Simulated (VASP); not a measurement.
Wanted: the native input for a VASP 6.6.1 run.

| Property | Result |
| --- | --- |
| Task | single point |
| Functional | PBEsol |
| Potentials or basis | VASP PAW PBE potentials, release 64 (Cd, Se) |
| Cutoff | 520 eV |
| k mesh | 11 × 11 × 11 |
| Occupations | fermi-dirac, width 0.05 eV |
| Spin | no spin polarisation |
| Dipole correction | no |
| Further INCAR settings | ALGO = Normal; EDIFF = 1e-06; NBANDS = 16 |

The structure of CdSe lies in POSCAR:

```
CdSe
1.0
    0.0000000000      2.8157884101      2.8157884101
    2.8157884101      0.0000000000      2.8157884101
    2.8157884101      2.8157884101      0.0000000000
Cd Se
1 1
Direct
    0.0000000000      0.0000000000      0.0000000000
    0.5000000000      0.5000000000      0.5000000000
```

This cell differs from its parent crystal: volume scaled by 0.9405.

These files were run (other wordings do the same):

INCAR

```
SYSTEM = CdSe
ALGO     = Normal         ! electronic algorithm
EDIFF    = 1E-6           ! SCF threshold, eV
ENCUT    = 520            ! plane-wave cutoff, eV
GGA      = PS             ! functional
ISIF     = 2              ! what is computed and relaxed
ISMEAR   = -1             ! smearing method
LASPH    = .TRUE.         ! aspherical terms in the spheres
LCHARG   = .TRUE.         ! write CHGCAR
LELF     = .TRUE.         ! ELF
LREAL    = .FALSE.        ! projectors in reciprocal space
LVHAR    = .TRUE.       
LWAVE    = .FALSE.        ! write WAVECAR
NBANDS   = 16             ! bands
NELM     = 100            ! most SCF steps
PREC     = Accurate       ! precision mode
SIGMA    = 0.05           ! smearing width, eV
```

KPOINTS

```
k-points
0
G
  11 11 11
  0 0 0
```

Potentials or basis: VASP PAW PBE potentials, release 64 (Cd, Se).

The run is started by

```bash
$ cat potpaw_PBE.64/Cd/POTCAR potpaw_PBE.64/Se/POTCAR > POTCAR
$ mpirun -np 1 vasp_std > vasp.out
```

Results of the run:

The pressure is 0.3 GPa and the band gap on the k mesh is zero (band 9 reaches 2.68 eV, above the bottom of band 10 at 2.24 eV).

Caveat: the PAW data sets were made with another functional, which shifts forces and pressure a little.

Run time: 48 s on 1 thread of AMD EPYC 7R43 64-Core Processor (Zen 3), with other jobs on the host, peak memory 0.14 GiB.
